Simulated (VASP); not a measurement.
# AlRu (Pm-3m) in VASP: a series of runs, part 2 of 3

VASP 6.6.1.

### 3 Single point, PBE (volume scaled by 1.02, then relaxed in part)

INCAR reads:

```
SYSTEM = AlRu
  PREC = Accurate
  ENCUT = 520
  EDIFF = 1E-6
  ISMEAR = -1
  SIGMA = 0.05
  LREAL = .False.
  LASPH = .True.
  NELM = 60
  ALGO = Normal
  ISIF = 2
  LWAVE = .False.
  LCHARG = .False.
  GGA = PE
  NBANDS = 16
```

KPOINTS reads:

```
regular mesh
0
Gamma
  16 16 16
  0 0 0
```

POSCAR reads:

```
AlRu
1.0
    3.0114124979      0.0000000000      0.0000000000
    0.0000000000      3.0114124979      0.0000000000
    0.0000000000      0.0000000000      3.0114124979
Al Ru
1 1
Direct
    0.0000000000      0.0000000000      0.0000000000
    0.5000000000      0.5000000000      0.5000000000
```

Potentials or basis: VASP PAW PBE potentials, release 64 (Al, Ru_pv).

Run with:

```bash
cat potpaw_PBE.64/Al/POTCAR potpaw_PBE.64/Ru_pv/POTCAR > POTCAR
mpirun -np 1 vasp_std > vasp.out
```

OUTCAR:

```text
SYSTEM = AlRu
   PREC = Accurate
   ENCUT = 520
   EDIFF = 1E-6
   ISMEAR = -1
   LREAL = .False.
   LASPH = .True.
   NELM = 60
   ISIF = 2
   GGA = PE

 ion  position               nearest neighbor table
   1  0.000  0.000  0.000-   2 2.61   2 2.61   2 2.61   2 2.61   2 2.61   2 2.61   2 2.61   2 2.61

   2  0.500  0.500  0.500-   1 2.61   1 2.61   1 2.61   1 2.61   1 2.61   1 2.61   1 2.61   1 2.61

  LATTYP: Found a simple cubic cell.
 ALAT       =     3.0114124979

  Lattice vectors:

 A1 = (   3.0114124979,   0.0000000000,   0.0000000000)
 A2 = (   0.0000000000,   3.0114124979,   0.0000000000)
 A3 = (   0.0000000000,   0.0000000000,   3.0114124979)

Analysis of symmetry for initial positions (statically):
=====================================================================
 Subroutine PRICEL returns:
 Original cell was already a primitive cell.

 Routine SETGRP: Setting up the symmetry group for a
 simple cubic supercell.

 Subroutine GETGRP returns: Found 48 space group operations
 (whereof 48 operations were pure point group operations)
 out of a pool of 48 trial point group operations.

The static configuration has the point symmetry O_h .

[... 154 lines left out ...]
  ext. energy  EPLUGINS =         0.00000000
  ---------------------------------------------------
  free energy    TOTEN  =       -14.26373192 eV

  energy without entropy =      -14.24937227  energy(sigma->0) =      -14.25655209

 E-fermi :  10.4547     XC(G=0): -12.4648

 val. band max:       10.4516031203   @ k =   0.3750   0.1250   0.0625
 cond. band min:      10.4613322326   @ k =   0.0625   0.0625   0.0625
 fundamental gap:      0.0097291122
 Fermi energy:        10.4546991511

 k-point     1 :       0.0000    0.0000    0.0000
  band No.  band energies     occupation
      1     -31.3212      2.00000
      2     -31.3212      2.00000
      3     -31.3212      2.00000
      4       0.8809      2.00000
      5       6.9801      2.00000
      6       6.9801      2.00000
[... 433 lines left out ...]
      3     -31.3022      2.00000
      4       4.9366      2.00000
      5       5.0174      2.00000
      6       7.9168      2.00000
[... 8 lines left out ...]
     15      22.5699      0.00000
     16      22.6051      0.00000

 [... further k-points ...]
[... 5 lines left out ...]
  --------------------------------------------------------------------------------------
  -------------------------------------------------------------------------------------
  Total       -0.2563049     -0.2563049     -0.2563049      0.0000000      0.0000000      0.0000000
  in kB      -15.0368445    -15.0368445    -15.0368445      0.0000000      0.0000000      0.0000000
  external PRESSURE =     -15.0368445 kB  Pullay stress =       0.0000000 kB

 VOLUME and BASIS-vectors are now :
 -----------------------------------------------------------------------------
  energy-cutoff  :      520.00
  volume of cell :       27.31
      direct lattice vectors                 reciprocal lattice vectors
     3.011412498  0.000000000  0.000000000     0.332070084  0.000000000  0.000000000
     0.000000000  3.011412498  0.000000000     0.000000000  0.332070084  0.000000000
     0.000000000  0.000000000  3.011412498     0.000000000  0.000000000  0.332070084

 POSITION                                       TOTAL-FORCE (eV/Angst)
 -----------------------------------------------------------------------------------
      0.00000      0.00000      0.00000         0.000000      0.000000      0.000000
      1.50571      1.50571      1.50571         0.000000      0.000000      0.000000
 -----------------------------------------------------------------------------------
    total drift:                                0.000000     -0.000000     -0.000000

  FREE ENERGIE OF THE ION-ELECTRON SYSTEM (eV)
  ---------------------------------------------------
  free  energy   TOTEN  =       -14.2637319158 eV

  energy  without entropy=      -14.2493722662  energy(sigma->0) =      -14.25655209
```

OSZICAR:

```text
N       E                     dE             d eps       ncg     rms          rms(c)
DAV:   1     0.117092703730E+03    0.11709E+03   -0.91569E+03  5384   0.983E+02
DAV:   2    -0.129952293074E+02   -0.13009E+03   -0.12358E+03  6192   0.292E+02
DAV:   3    -0.149175318906E+02   -0.19223E+01   -0.19168E+01  6720   0.371E+01
DAV:   4    -0.149316878543E+02   -0.14156E-01   -0.14137E-01  6832   0.333E+00
DAV:   5    -0.149318848968E+02   -0.19704E-03   -0.19678E-03  6336   0.378E-01    0.117E+01
DAV:   6    -0.143561110316E+02    0.57577E+00   -0.23314E+00  5944   0.164E+01    0.234E+00
DAV:   7    -0.142793588338E+02    0.76752E-01   -0.19385E-01  5616   0.489E+00    0.198E+00
DAV:   8    -0.142639478242E+02    0.15411E-01   -0.18453E-02  6384   0.112E+00    0.194E-01
DAV:   9    -0.142637389846E+02    0.20884E-03   -0.38825E-04  6440   0.168E-01    0.125E-01
DAV:  10    -0.142637335690E+02    0.54156E-05   -0.29464E-05  6096   0.585E-02    0.632E-03
DAV:  11    -0.142637324426E+02    0.11264E-05   -0.76207E-07  5112   0.898E-03    0.418E-03
DAV:  12    -0.142637319158E+02    0.52676E-06   -0.66710E-08  3200   0.271E-03
   1 F= -.14263732E+02 E0= -.14256552E+02  d E =-.143596E-01
```

stdout:

```text
POSCAR found type information on POSCAR AlRu
 POSCAR found :  2 types and       2 ions
 scaLAPACK will be used
 LDA part: xc-table for (Slater+PW92), standard interpolation
 POSCAR, INCAR and KPOINTS ok, starting setup
 FFT: planning ... GRIDC
 FFT: planning ... GRID_SOFT
 FFT: planning ... GRID
 WAVECAR not read
 entering main loop
```

Wall time 18 s (1 thread of Intel Xeon 6975P-C (Granite Rapids), shared host); peak memory 0.19 GiB.

Results:

```
Free energy : -14.2637 eV
Pressure    : -1.5 GPa
```

Levels at points of the mesh, in eV from the Fermi level:
| k point | band 6 | band 7 | band 8 | band 9 | band 10 | band 11 | band 12 | band 13 |
| --- | --- | --- | --- | --- | --- | --- | --- | --- |
| (0.00, 0.00, 0.00) | -3.47 | 0.16 | 0.16 | 0.16 | 5.97 | 5.97 | 5.97 | 10.85 |
| (0.50, 0.00, 0.00) | -2.70 | -1.58 | -1.58 | 0.40 | 2.20 | 7.44 | 10.91 | 10.91 |
| (0.50, 0.50, 0.00) | -1.37 | -1.37 | -1.14 | -1.14 | 1.47 | 5.17 | 6.02 | 10.42 |
| (0.50, 0.50, 0.50) | -4.54 | 1.56 | 1.56 | 2.44 | 4.07 | 4.07 | 4.07 | 8.34 |

### 4 Single point, PBE (volume scaled by 0.94, then relaxed in part)

INCAR reads:

```
SYSTEM = AlRu
PREC = Accurate ; ENCUT = 520
EDIFF = 1E-6 ; ISMEAR = -1
SIGMA = 0.05 ; LREAL = .FALSE.
LASPH = .TRUE. ; NELM = 60
ALGO = Normal ; ISIF = 2
LWAVE = .FALSE. ; LCHARG = .FALSE.
GGA = PE ; NBANDS = 16
```

KPOINTS reads:

```
regular mesh
0
G
  16 16 16
  0 0 0
```

POSCAR reads:

```
AlRu
1.0
    2.9305298028      0.0000000000      0.0000000000
    0.0000000000      2.9305298028      0.0000000000
    0.0000000000      0.0000000000      2.9305298028
Al Ru
1 1
Direct
    0.0000000000      0.0000000000      0.0000000000
    0.5000000000      0.5000000000      0.5000000000
```

Run with:

```bash
cat potpaw_PBE.64/Al/POTCAR potpaw_PBE.64/Ru_pv/POTCAR > POTCAR
mpirun -np 1 vasp_std > vasp.out
```

It took 23 s on 1 thread of Intel Xeon 6975P-C, shared host; peak memory 0.19 GiB.

The run converged. Its results:

```yaml
Free_energy: -14.1630 eV
Pressure: 17.8 GPa
```

Levels at points of the mesh, in eV from the Fermi level:
| k point | band 7 | band 8 | band 9 | band 10 | band 11 | band 12 |
| --- | --- | --- | --- | --- | --- | --- |
| (0.00, 0.00, 0.00) | 0.18 | 0.18 | 0.18 | 6.37 | 6.37 | 6.37 |
| (0.50, 0.00, 0.00) | -1.76 | -1.76 | 0.46 | 2.51 | 7.38 | 11.34 |
| (0.50, 0.50, 0.00) | -1.42 | -1.31 | -1.31 | 1.68 | 5.72 | 6.87 |
| (0.50, 0.50, 0.50) | 1.78 | 1.78 | 2.94 | 4.27 | 4.27 | 4.27 |

### 5 Single point, PBE (volume scaled by 0.96, then relaxed in part)

INCAR reads:

```
PREC     = Accurate       # precision mode
ENCUT    = 520            # plane-wave cutoff, eV
EDIFF    = 1E-7           # SCF threshold, eV
ISMEAR   = -1             # smearing method
SIGMA    = 0.05           # smearing width, eV
LREAL    = F              # projectors in reciprocal space
LASPH    = T              # aspherical terms in the spheres
NELM     = 60             # most SCF steps
ALGO     = Normal         # electronic algorithm
ISIF     = 2              # what is computed and relaxed
LWAVE    = F              # write WAVECAR
LCHARG   = F              # write CHGCAR
GGA      = PE             # functional
NBANDS   = 16             # bands
```

KPOINTS reads:

```
regular mesh
0
Gamma
  16 16 16
```

POSCAR reads:

```
AlRu
1.0
    2.9511680166      0.0000000000      0.0000000000
    0.0000000000      2.9511680166      0.0000000000
    0.0000000000      0.0000000000      2.9511680166
Al Ru
1 1
Direct
    0.0000000000      0.0000000000      0.0000000000
    0.5000000000      0.5000000000      0.5000000000
```

Potentials or basis: VASP PAW PBE potentials, release 64 (Al, Ru_pv).

Run with:

```bash
cat potpaw_PBE.64/Al/POTCAR potpaw_PBE.64/Ru_pv/POTCAR > POTCAR
mpirun -np 1 vasp_std > vasp.out
```

OUTCAR:

```text
PREC = Accurate
   ENCUT = 520
   EDIFF = 1E-7
   ISMEAR = -1
   LREAL = F
   LASPH = T
   NELM = 60
   ISIF = 2
   GGA = PE

 ion  position               nearest neighbor table
   1  0.000  0.000  0.000-   2 2.56   2 2.56   2 2.56   2 2.56   2 2.56   2 2.56   2 2.56   2 2.56

   2  0.500  0.500  0.500-   1 2.56   1 2.56   1 2.56   1 2.56   1 2.56   1 2.56   1 2.56   1 2.56

  LATTYP: Found a simple cubic cell.
 ALAT       =     2.9511680166

  Lattice vectors:

 A1 = (   2.9511680166,   0.0000000000,   0.0000000000)
 A2 = (   0.0000000000,   2.9511680166,   0.0000000000)
 A3 = (   0.0000000000,   0.0000000000,   2.9511680166)

Analysis of symmetry for initial positions (statically):
=====================================================================
 Subroutine PRICEL returns:
 Original cell was already a primitive cell.

 Routine SETGRP: Setting up the symmetry group for a
 simple cubic supercell.

 Subroutine GETGRP returns: Found 48 space group operations
 (whereof 48 operations were pure point group operations)
 out of a pool of 48 trial point group operations.
[... 156 lines left out ...]
  ---------------------------------------------------
  ext. energy  EPLUGINS =         0.00000000
  ---------------------------------------------------
  free energy    TOTEN  =       -14.21323187 eV

  energy without entropy =      -14.19990383  energy(sigma->0) =      -14.20656785

 E-fermi :  11.3221     XC(G=0): -12.7767

 val. band max:       11.3171057882   @ k =   0.3750   0.1250   0.0625
 cond. band min:      11.3230780919   @ k =   0.4375   0.4375   0.1250
 fundamental gap:      0.0059723037
 Fermi energy:        11.3221404595

 k-point     1 :       0.0000    0.0000    0.0000
  band No.  band energies     occupation
      1     -30.4737      2.00000
      2     -30.4737      2.00000
      3     -30.4737      2.00000
      4       1.3890      2.00000
      5       7.5097      2.00000
      6       7.5097      2.00000
[... 433 lines left out ...]
      3     -30.4496      2.00000
      4       5.5984      2.00000
      5       5.6563      2.00000
      6       8.5365      2.00000
[... 8 lines left out ...]
     15      23.4260      0.00000
     16      24.1911      0.00000

 [... further k-points ...]
[... 5 lines left out ...]
  --------------------------------------------------------------------------------------
  -------------------------------------------------------------------------------------
  Total        1.9542110      1.9542110      1.9542110      0.0000000      0.0000000      0.0000000
  in kB      121.8148484    121.8148484    121.8148484      0.0000000      0.0000000      0.0000000
  external PRESSURE =     121.8148484 kB  Pullay stress =       0.0000000 kB

 VOLUME and BASIS-vectors are now :
 -----------------------------------------------------------------------------
  energy-cutoff  :      520.00
  volume of cell :       25.70
      direct lattice vectors                 reciprocal lattice vectors
     2.951168017  0.000000000  0.000000000     0.338848888  0.000000000  0.000000000
     0.000000000  2.951168017  0.000000000     0.000000000  0.338848888  0.000000000
     0.000000000  0.000000000  2.951168017     0.000000000  0.000000000  0.338848888

 POSITION                                       TOTAL-FORCE (eV/Angst)
 -----------------------------------------------------------------------------------
      0.00000      0.00000      0.00000         0.000000      0.000000      0.000000
      1.47558      1.47558      1.47558         0.000000      0.000000      0.000000
 -----------------------------------------------------------------------------------
    total drift:                                0.000000     -0.000000     -0.000000

  FREE ENERGIE OF THE ION-ELECTRON SYSTEM (eV)
  ---------------------------------------------------
  free  energy   TOTEN  =       -14.2132318696 eV

  energy  without entropy=      -14.1999038339  energy(sigma->0) =      -14.20656785
```

OSZICAR:

```text
N       E                     dE             d eps       ncg     rms          rms(c)
DAV:   1     0.116811058396E+03    0.11681E+03   -0.91761E+03  5416   0.996E+02
DAV:   2    -0.129952969324E+02   -0.12981E+03   -0.12374E+03  6184   0.295E+02
DAV:   3    -0.148832415874E+02   -0.18879E+01   -0.18828E+01  6952   0.370E+01
DAV:   4    -0.148965220333E+02   -0.13280E-01   -0.13264E-01  6400   0.327E+00
DAV:   5    -0.148967108020E+02   -0.18877E-03   -0.18853E-03  6464   0.383E-01    0.134E+01
DAV:   6    -0.142891740531E+02    0.60754E+00   -0.22330E+00  5800   0.163E+01    0.250E+00
DAV:   7    -0.142282590824E+02    0.60915E-01   -0.15829E-01  5616   0.448E+00    0.229E+00
DAV:   8    -0.142134057194E+02    0.14853E-01   -0.15228E-02  6312   0.103E+00    0.194E-01
DAV:   9    -0.142132375239E+02    0.16820E-03   -0.33018E-04  6368   0.168E-01    0.132E-01
DAV:  10    -0.142132333705E+02    0.41533E-05   -0.22201E-05  6168   0.513E-02    0.109E-02
DAV:  11    -0.142132323094E+02    0.10611E-05   -0.60345E-07  6584   0.761E-03    0.470E-03
DAV:  12    -0.142132318572E+02    0.45227E-06   -0.40672E-08  4088   0.213E-03    0.257E-04
DAV:  13    -0.142132318696E+02   -0.12424E-07   -0.18194E-09  3064   0.456E-04
   1 F= -.14213232E+02 E0= -.14206568E+02  d E =-.133280E-01
```

It took 27 s on 1 thread of Intel Xeon 6975P-C, shared host; peak memory 0.19 GiB.

What came out:

* Free energy: -14.2132 eV
* Pressure: 12.2 GPa

(Continued in part 3 of 3.)
